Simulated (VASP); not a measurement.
Set up this calculation in VASP 6.6.1, as the native input.

```yaml
Task: single point
Functional: PBE
Potentials_or_basis: VASP PAW PBE potentials, release 64 (Cd)
Cutoff: 520 eV
k_mesh: 18 × 18 × 18
Occupations: gaussian, width 0.15 eV
Spin: no spin polarisation
Dipole_correction: no
Further_INCAR_settings: ALGO = Fast; EDIFF = 1e-06; NBANDS = 12
```

The structure of Cd lies in POSCAR:

```
Cd
1.0
    0.0000000000      2.3143393943      2.2541534960
    2.2841337375      0.0000000000      2.2541534960
    2.2841337375      2.3143393943      0.0000000000
Cd
1
Direct
    0.0000000000      0.0000000000      0.0000000000
```

This cell differs from its parent crystal: normal strain along x +0.0133, normal strain along y +0.0267.

The input as run:

INCAR

```
SYSTEM = Cd
ALGO = Fast
EDIFF = 1E-6
ENCUT = 520
GGA = PE
ISIF = 2
ISMEAR = 0
LASPH = .TRUE.
LCHARG = .FALSE.
LREAL = .FALSE.
LWAVE = .FALSE.
NBANDS = 12
NELM = 60
PREC = Accurate
SIGMA = 0.15
```

KPOINTS

```
k-points
0
G
  18 18 18
  0 0 0
```

Potentials or basis: VASP PAW PBE potentials, release 64 (Cd).

Launch:

```bash
$ cat potpaw_PBE.64/Cd/POTCAR > POTCAR
$ mpirun -np 1 vasp_std > vasp.out
```

It gave:

```yaml
Pressure: -1.3 GPa
Band_gap_on_the_k_mesh: zero (band 6 reaches 3.93 eV, above the bottom of band 7 at 0.79 eV)
```

Caveat: the cell differs from its parent crystal (normal strain along x +0.0133, normal strain along y +0.0267).

Run time: 4.5 min on 1 thread of AMD EPYC 7R13, on a shared host, peak memory 0.31 GiB.
